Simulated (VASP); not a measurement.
# BN (Ama2) in VASP: a series of runs

The runs below take BN through single point, with PBE+D3(BJ).

All numbers are computed with VASP 6.6.1; they aren't measurements. Logs are shortened: lines on timing, memory, paths and dates and some standing lists are left out, and cuts for length are marked.

### Step 1. The cell of the first run

It takes space group Ama2 (No. 40, orthorhombic). The conventional cell has a = 6.661 Å, b = 4.337 Å, c = 2.504 Å, α = 90.00°, β = 90.00°, γ = 90.00°. B (site symmetry m) has 3 N at 1.28 to 1.62 Å within 1.7 Å. N (site symmetry m) has 3 B at 1.28 to 1.62 Å within 1.7 Å.

### Step 2. Single point, PBE+D3(BJ)

INCAR reads:

```
SYSTEM = BN
PREC = Accurate
ENCUT = 520
EDIFF = 1E-7
ISMEAR = 0
SIGMA = 0.05
LREAL = .False.
LASPH = .True.
NELM = 100
ALGO = Normal
ISIF = 2
LWAVE = .False.
LCHARG = .False.
GGA = PE
IVDW = 12
NBANDS = 16
```

KPOINTS reads:

```
regular mesh
0
Gamma
  12 12 4
  0 0 0
```

POSCAR reads:

```
BN
1.0
    2.5039917043      0.0000000000      0.0000000000
   -1.2519958522      2.1685204268      0.0000000000
    0.0000000000      0.0000000000      6.6612000000
B N
2 2
Direct
    0.4132058024      0.7465391358      0.2500000000
    0.7465391358      0.4132058024      0.7500000000
    0.3333333333      0.6666666667      0.7500000000
    0.6666666667      0.3333333333      0.2500000000
```

Potentials or basis: VASP PAW PBE potentials, release 64 (B, N).

On the command line:

```sh
$ cat potpaw_PBE.64/B/POTCAR potpaw_PBE.64/N/POTCAR > POTCAR
$ mpirun -np 1 vasp_std > vasp.out
```

OUTCAR:

```text
SYSTEM = BN
   PREC = Accurate
   ENCUT = 520
   EDIFF = 1E-7
   ISMEAR = 0
   LREAL = .False.
   LASPH = .True.
   NELM = 100
   ISIF = 2
   GGA = PE
   IVDW = 12
 IVDW          = 12

 ion  position               nearest neighbor table
   1  0.413  0.747  0.250-   4 1.28   4 1.46   4 1.62
   2  0.747  0.413  0.750-   3 1.28   3 1.46   3 1.62
   3  0.333  0.667  0.750-   2 1.28   2 1.46   2 1.62
   4  0.667  0.333  0.250-   1 1.28   1 1.46   1 1.62

  LATTYP: Found a hexagonal cell.
 ALAT       =     2.5039917043
 C/A-ratio  =     2.6602324555

  Lattice vectors:

 A1 = (   2.5039917043,   0.0000000000,   0.0000000000)
 A2 = (  -1.2519958522,   2.1685204268,   0.0000000000)
 A3 = (   0.0000000000,   0.0000000000,   6.6612000000)

Analysis of symmetry for initial positions (statically):
=====================================================================
 Subroutine PRICEL returns:
 Original cell was already a primitive cell.

 Routine SETGRP: Setting up the symmetry group for a
 hexagonal supercell.

 Subroutine GETGRP returns: Found  4 space group operations
 (whereof  2 operations were pure point group operations)
 out of a pool of 24 trial point group operations.

The static configuration has the point symmetry C_2 .
 The point group associated with its full space group is C_2v.

Analysis of symmetry for dynamics (positions and initial velocities):
=====================================================================
 Subroutine PRICEL returns:
 Original cell was already a primitive cell.

 Routine SETGRP: Setting up the symmetry group for a
 hexagonal supercell.

 Subroutine GETGRP returns: Found  4 space group operations
 (whereof  2 operations were pure point group operations)
 out of a pool of 24 trial point group operations.

The dynamic configuration has the point symmetry C_2 .
 The point group associated with its full space group is C_2v.

 Subroutine INISYM returns: Found  4 space group operations
 (whereof  2 operations are pure point group operations),
 and found     1 'primitive' translations

----------------------------------------------------------------------------------------

                                     Primitive cell

  volume of cell :      36.1700

  direct lattice vectors                    reciprocal lattice vectors
     2.503991704  0.000000000  0.000000000     0.399362345  0.230571958  0.000000000
    -1.251995852  2.168520427  0.000000000     0.000000000  0.461143915  0.000000000
     0.000000000  0.000000000  6.661200000     0.000000000  0.000000000  0.150123101

  length of vectors
     2.503991704  2.503991704  6.661200000     0.461143915  0.461143915  0.150123101

  position of ions in fractional coordinates (direct lattice)
     0.413205802  0.746539136  0.250000000
     0.746539136  0.413205802  0.750000000
     0.333333333  0.666666667  0.750000000
     0.666666667  0.333333333  0.250000000

  ion indices of the primitive-cell ions
   primitive index   ion index
                 1           1
                 2           2
                 3           3
                 4           4

----------------------------------------------------------------------------------------

 KPOINTS: regular mesh

Automatic generation of k-mesh.
 Grid dimensions read from file:
 generate k-points for:   12   12    4

 Generating k-lattice:

  Cartesian coordinates                     Fractional coordinates (reciprocal lattice)
     0.033280195  0.019214330  0.000000000     0.083333333 -0.000000000  0.000000000
     0.000000000  0.038428660  0.000000000     0.000000000  0.083333333  0.000000000
     0.000000000  0.000000000  0.037530775     0.000000000  0.000000000  0.250000000

  Length of vectors
     0.038428660  0.038428660  0.037530775

  Shift w.r.t. Gamma in fractional coordinates (k-lattice)
     0.000000000  0.000000000  0.000000000

 Subroutine IBZKPT returns following result:
 ===========================================

 Found    129 irreducible k-points:

 Following reciprocal coordinates:
            Coordinates               Weight
  0.000000  0.000000  0.000000      1.000000
  0.083333  0.000000  0.000000      4.000000
 -0.083333  0.083333  0.000000      2.000000
  0.166667  0.000000  0.000000      4.000000
 -0.166667  0.166667  0.000000      2.000000
  0.250000  0.000000  0.000000      4.000000
[... 16 lines left out ...]
 -0.083333  0.416667  0.000000      4.000000
 -0.416667  0.333333  0.000000      4.000000
 [... further k-points ...]
   k-points           NKPTS =    129   k-points in BZ     NKDIM =    129   number of bands    NBANDS=     16
   number of dos      NEDOS =    301   number of ions     NIONS =      4
   total plane-waves  NPLWV =  20000
   dimension x,y,z NGX =    20 NGY =   20 NGZ =   50
   dimension x,y,z NGXF=    40 NGYF=   40 NGZF=  100
   ions per type =               2   2
   NGX,Y,Z   is equivalent  to a cutoff of  13.28, 13.28, 12.48 a.u.
   NGXF,Y,Z  is equivalent  to a cutoff of  26.56, 26.56, 24.96 a.u.
 SYSTEM =  BN
   PREC   = accura    normal or accurate (medium, high low for compatibility)
   ISTART =      0    job   : 0-new  1-cont  2-samecut
   ICHARG =      2    charge: 1-file 2-atom 10-const
   ISPIN  =      1    spin polarized calculation?
   LNONCOLLINEAR =      F non collinear calculations
   LSORBIT =      F    spin-orbit coupling
   LASPH  =      T    aspherical Exc in radial PAW
   ENCUT  =  520.0 eV  38.22 Ry    6.18 a.u.   4.66  4.66 12.39*2*pi/ulx,y,z
   NELM   =    100;   NELMIN=  2; NELMDL= -5     # of ELM steps
   EDIFF  = 0.1E-06   stopping-criterion for ELM
   LREAL  =      F    real-space projection
   EDIFFG = 0.1E-05   stopping-criterion for IOM
   NSW    =      0    number of steps for IOM
   IBRION =     -1    ionic relax: 0-MD 1-quasi-New 2-CG
   NFREE  =      0    steps in history (QN), initial steepest desc. (CG)
   ISIF   =      2    stress and relaxation
   ISYM   =      2    0-nonsym 1-usesym 2-fastsym
   POTIM  = 0.5000    time-step for ionic-motion
   TEBEG  =    0.0;   TEEND  =   0.0 temperature during run
   PSTRESS=    0.0 pullay stress
   NELECT =      16.0000    total number of electrons
   NUPDOWN=      -1.0000    fix difference up-down
   EMIN   =  10.00;   EMAX   =-10.00  energy-range for DOS
   EFERMI =   0.00;   METHOD = LEGACY
   ISMEAR =     0;   SIGMA  =   0.05  broadening in eV -4-tet -1-fermi 0-gaus
   EFERMI_NEDOS =   21; number of points for ismear=-14 and -15
   IALGO  =     38    algorithm
   IMIX   =      4    mixing-type and parameters
     AMIX     =   0.40;   BMIX     =  1.00
     AMIX_MAG =   1.60;   BMIX_MAG =  1.00
  volume/ion in A,a.u.               =       9.04        61.02
  Fermi-wavevector in a.u.,A,eV,Ry     =   1.247379  2.357205 21.170055  1.555955
  Thomas-Fermi vector in A             =   2.381514
   LORBIT       =      0    0 simple, 1 ext, 2 COOP (PROOUT), +10 PAW based schemes
   GGA     = PE    functional components
   LHFCALC =     F    Hartree Fock is set to
   AEXX    =    0.0000 exact exchange contribution
   IVDW    =    12    specifies the selected vdW correction
   LEPSILON=     F    determine dielectric tensor
   LRPA    =     F    only Hartree local field effects (RPA)
 non-spin polarized calculation
 Gauss-broadening in eV      SIGMA  =   0.05
  energy-cutoff  :      520.00
  volume of cell :       36.17
 maximum number of plane-waves:       992
   NGX =  9   NGY =  9   NGZ = 25

 number of electron      15.9999998 magnetization

 Free energy of the ion-electron system (eV)
  ---------------------------------------------------
  ext. energy  EPLUGINS =         0.00000000
  ---------------------------------------------------
  free energy    TOTEN  =       -33.47349100 eV

  energy without entropy =      -33.47349100  energy(sigma->0) =      -33.47349100

 E-fermi :   3.3392     XC(G=0): -10.0241

 val. band max:        3.0803666960   @ k =   0.0000   0.0000   0.0000
 cond. band min:       5.9726937992   @ k =   0.5000   0.0000   0.5000
 fundamental gap:      2.8923271032
 Fermi energy:         3.3391588459

 k-point     1 :       0.0000    0.0000    0.0000
  band No.  band energies     occupation
      1     -15.6005      2.00000
      2     -15.3169      2.00000
      3      -4.0512      2.00000
      4      -1.9989      2.00000
      5      -1.2887      2.00000
      6      -1.2738      2.00000
[... 8 lines left out ...]
     15      16.0412      0.00000
     16      17.6535      0.00000

 k-point     2 :       0.0833    0.0000    0.0000
  band No.  band energies     occupation
      1     -15.4683      2.00000
      2     -15.1890      2.00000
      3      -3.8670      2.00000
      4      -1.8348      2.00000
      5      -1.6347      2.00000
      6      -1.4608      2.00000
[... 8 lines left out ...]
     15      16.1423      0.00000
     16      17.9357      0.00000

 k-point     3 :      -0.0833    0.0833    0.0000
  band No.  band energies     occupation
      1     -15.4694      2.00000
      2     -15.1907      2.00000
      3      -3.8659      2.00000
      4      -1.8328      2.00000
      5      -1.6030      2.00000
      6      -1.5790      2.00000
[... 8 lines left out ...]
     15      16.4295      0.00000
     16      18.0880      0.00000

 k-point     4 :       0.1667    0.0000    0.0000
  band No.  band energies     occupation
      1     -15.0821      2.00000
      2     -14.8109      2.00000
      3      -3.3224      2.00000
      4      -2.5835      2.00000
      5      -1.9580      2.00000
      6      -1.3530      2.00000
[... 8 lines left out ...]
     15      16.6945      0.00000
     16      18.0016      0.00000

 k-point     5 :      -0.1667    0.1667    0.0000
  band No.  band energies     occupation
      1     -15.0842      2.00000
      2     -14.8202      2.00000
      3      -3.3170      2.00000
      4      -2.4586      2.00000
      5      -2.4212      2.00000
      6      -1.3450      2.00000
[... 8 lines left out ...]
     15      17.4905      0.00000
     16      17.9061      0.00000

 k-point     6 :       0.2500    0.0000    0.0000
  band No.  band energies     occupation
      1     -14.4803      2.00000
      2     -14.2034      2.00000
      3      -3.8846      2.00000
      4      -2.7993      2.00000
      5      -2.4470      2.00000
      6      -1.2753      2.00000
[... 8 lines left out ...]
     15      17.5262      0.00000
     16      17.9892      0.00000
[... 267 lines left out ...]
 k-point    21 :      -0.3333    0.2500    0.0000
  band No.  band energies     occupation
      1     -14.0268      2.00000
      2     -13.7931      2.00000
      3      -4.4326      2.00000
      4      -4.3155      2.00000
      5      -1.7557      2.00000
      6      -0.6786      2.00000
[... 8 lines left out ...]
     15      17.3574      0.00000
     16      19.3944      0.00000

 k-point    22 :       0.3333    0.0833    0.0000
  band No.  band energies     occupation
      1     -13.2819      2.00000
      2     -12.9707      2.00000
      3      -5.8293      2.00000
      4      -4.9680      2.00000
      5      -2.8573      2.00000
      6      -1.0456      2.00000
[... 8 lines left out ...]
     15      17.1332      0.00000
     16      20.1227      0.00000

 k-point    23 :      -0.0833    0.4167    0.0000
  band No.  band energies     occupation
      1     -13.3271      2.00000
      2     -12.9398      2.00000
      3      -5.8220      2.00000
      4      -5.0131      2.00000
      5      -2.8026      2.00000
      6      -0.8929      2.00000
[... 8 lines left out ...]
     15      17.5339      0.00000
     16      20.2016      0.00000

 k-point    24 :      -0.4167    0.3333    0.0000
  band No.  band energies     occupation
      1     -13.2539      2.00000
      2     -13.0675      2.00000
      3      -5.6813      2.00000
      4      -5.5923      2.00000
      5      -1.3543      2.00000
      6      -1.2411      2.00000
[... 8 lines left out ...]
     15      17.6062      0.00000
     16      21.0397      0.00000

 [... further k-points ...]

------------------------ aborting loop because EDIFF is reached ----------------------------------------

 Edisp (eV)   -0.56264

 E8    (eV) :    -0.1647

  FORCE on cell =-STRESS in cart. coord.  units (eV):
  Direction    XX          YY          ZZ          XY          YZ          ZX
  --------------------------------------------------------------------------------------
  -------------------------------------------------------------------------------------
  Total       4.82142     6.14645    -0.10489     1.14751     0.00000     0.00000
  in kB     213.56814   272.26145    -4.64605    50.82990     0.00000     0.00000
  external pressure =      160.39 kB  Pullay stress =        0.00 kB

 VOLUME and BASIS-vectors are now :
 -----------------------------------------------------------------------------
  energy-cutoff  :      520.00
  volume of cell :       36.17
      direct lattice vectors                 reciprocal lattice vectors
     2.503991704  0.000000000  0.000000000     0.399362345  0.230571958  0.000000000
    -1.251995852  2.168520427  0.000000000     0.000000000  0.461143915  0.000000000
     0.000000000  0.000000000  6.661200000     0.000000000  0.000000000  0.150123101

 POSITION                                       TOTAL-FORCE (eV/Angst)
 -----------------------------------------------------------------------------------
      0.10000      1.61889      1.66530        -1.863810     -8.798133      0.000000
      1.35200      0.89605      4.99590        -6.687502     -6.013174      0.000000
     -0.00000      1.44568      4.99590         6.692902      6.010056      0.000000
      1.25200      0.72284      1.66530         1.858410      8.801251      0.000000
 -----------------------------------------------------------------------------------
    total drift:                               -0.000006     -0.000011      0.000000

  FREE ENERGIE OF THE ION-ELECTRON SYSTEM (eV)
  ---------------------------------------------------
  free  energy   TOTEN  =       -34.0361318104 eV

  energy  without entropy=      -34.0361318104  energy(sigma->0) =      -34.03613181
```

It took 67 s on 1 thread of Intel Xeon Platinum 8259CL at 2.50GHz (Skylake/Cascade Lake), shared host; peak memory 0.2 GiB.

What came out:

- Free energy: -34.0361 eV
- Pressure: 16.0 GPa
- Largest force: 8.995 eV/Å
- Band gap on the k mesh: 2.89 eV, indirect (least direct gap 4.22 eV)
- Dispersion energy per atom: -0.141 eV

Forces on the atoms (eV/Å):
```
B   -1.864 -8.798  0.000
B   -6.688 -6.013  0.000
N    6.693  6.010  0.000
N    1.858  8.801  0.000
```

Caveat: the cell differs from its parent crystal (all B atoms moved -0.200 Å, as atom 1 towards its neighbour atom 1 (B) at 2.504 Å); forces of over 1 eV/Å act on the atoms, so gaps and moduli don't describe the material at rest. A k mesh can miss the band edges.

(Part 1 of 2 ends here.)
